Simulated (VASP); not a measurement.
Runs of VASP 6.6.1 on Si3Te. The structure is that of space group P6/mmm (No. 191), or close to it. The cells are those of the table. The cell was generated, and may not be a known phase.

```csv
task,cell,k mesh,cutoff (eV),gap on the mesh (eV),pressure (GPa)
single point,"a = 5.776, b = 5.776, c = 2.773 Å, angles 90.0, 90.0, 120.0°, 4 atoms",6 × 6 × 4,520,none,(a)
single point,"a = 4.209, b = 4.209, c = 5.711 Å, angles 90.0, 90.0, 120.0°, 4 atoms",6 × 6 × 4,520,none,99.8
single point,"a = 5.774, b = 5.774, c = 2.767 Å, angles 90.0, 90.0, 120.0°, 4 atoms",12 × 12 × 18,520,none,0.0
single point,"a = 5.919, b = 5.919, c = 2.641 Å, angles 90.0, 90.0, 120.0°, 4 atoms",3 × 3 × 6,520,none,0.0
relaxation of cell and atoms,"relaxed from a = 5.919, b = 5.919, c = 2.641 Å, angles 90.0, 90.0, 120.0°, 4 atoms",12 × 12 × 18,600,none,0.0
```

Alike in all rows: level PBE; potentials or basis VASP PAW PBE potentials, release 64 (Si, Te); no spin polarisation; smearing gaussian 0.1 eV.

**Question.** Fill in the values left out.

**Answer.** (a) 0.1.

Caveats: some runs use coarse meshes; spin-orbit coupling is left out, which moves the levels of the heavy elements; the stress differs along the axes, from -0 to 150 GPa (at least some runs).

A k mesh can miss the band edges, and the runs leave out spin-orbit coupling on Te.

A gap of «none» marks levels without a gap at the run's occupations.
